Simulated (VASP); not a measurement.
Wanted: the native input for a VASP 6.6.1 run.

| Property | Result |
| --- | --- |
| Task | single point |
| Functional | PBE |
| Potentials or basis | VASP PAW PBE potentials, release 64 (Hf_pv) |
| Cutoff | 520 eV |
| k mesh | 9 × 9 × 5 |
| Occupations | fermi-dirac, width 0.05 eV |
| Spin | no spin polarisation |
| Dipole correction | no |
| Further INCAR settings | ALGO = Normal; EDIFF = 1e-07; NBANDS = 17 |

The structure of Hf lies in POSCAR:

```
Hf
1.0
    3.1575540000      0.0000000000      0.0000000000
   -1.5787770000      2.7345220000      0.0000000000
    0.0000000000      0.0000000000      5.0052990000
Hf
2
Direct
    0.3333330000      0.6666670000      0.2500000000
    0.6666670000      0.3333330000      0.7500000000
```

The input as run:

INCAR

```
SYSTEM = Hf
  PREC = Accurate
  ENCUT = 520
  EDIFF = 1E-7
  ISMEAR = -1
  SIGMA = 0.05
  LREAL = .False.
  LASPH = .True.
  NELM = 80
  ALGO = Normal
  ISIF = 2
  LWAVE = .False.
  LCHARG = .False.
  GGA = PE
  NBANDS = 17
```

KPOINTS

```
Automatic mesh
0
Gamma
  9 9 5
  0 0 0
```

Potentials or basis: VASP PAW PBE potentials, release 64 (Hf_pv).

The run is started by

```bash
$ cat potpaw_PBE.64/Hf_pv/POTCAR > POTCAR
$ mpirun -np 1 vasp_std > vasp.out
```

It gave:

```yaml
Pressure: 4.2 GPa
Band_gap_on_the_k_mesh: zero (band 10 reaches 6.36 eV, above the bottom of band 11 at 4.81 eV)
```

Caveat: spin-orbit coupling is left out, which moves the levels of the heavy elements.

It took 11 s on 1 thread of Intel(R) Xeon(R) Platinum 8559C (Emerald Rapids) (shared host), peak memory 0.17 GiB.
